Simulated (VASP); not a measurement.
A run of VASP 6.6.1 is set up as follows.

Contents of INCAR:

```
SYSTEM = AgCl
  PREC = Accurate
  ENCUT = 520
  EDIFF = 1E-6
  ISMEAR = -1
  SIGMA = 0.05
  LREAL = .False.
  LASPH = .True.
  NELM = 80
  ALGO = Normal
  ISIF = 2
  LWAVE = .False.
  LCHARG = .True.
  GGA = PE
  LELF = .True.
  LVHAR = .True.
  NBANDS = 16
```

KPOINTS

```
Automatic mesh
0
Gamma
  7 7 7
  0 0 0
```

POSCAR

```
AgCl
1.0
    0.0000000000      2.7350000000      2.7350000000
    2.7350000000      0.0000000000      2.7350000000
    2.7350000000      2.7350000000      0.0000000000
Ag Cl
1 1
Direct
    0.0000000000      0.0000000000      0.0000000000
    0.5000000000      0.5000000000      0.5000000000
```

Potentials or basis: VASP PAW PBE potentials, release 64 (Ag, Cl).

Run with:

```bash
$ cat potpaw_PBE.64/Ag/POTCAR potpaw_PBE.64/Cl/POTCAR > POTCAR
$ mpirun -np 1 vasp_std > vasp.out
```

**Question.** What does it give for the pressure?

**Answer.** 3.8 GPa.

**Question.** Predict the band gap on the k mesh.

**Answer.** 0.98 eV, indirect (least direct gap 3.38 eV).

A k mesh can miss the band edges. A hybrid or GW would open this gap; PBE tends to underestimate it.
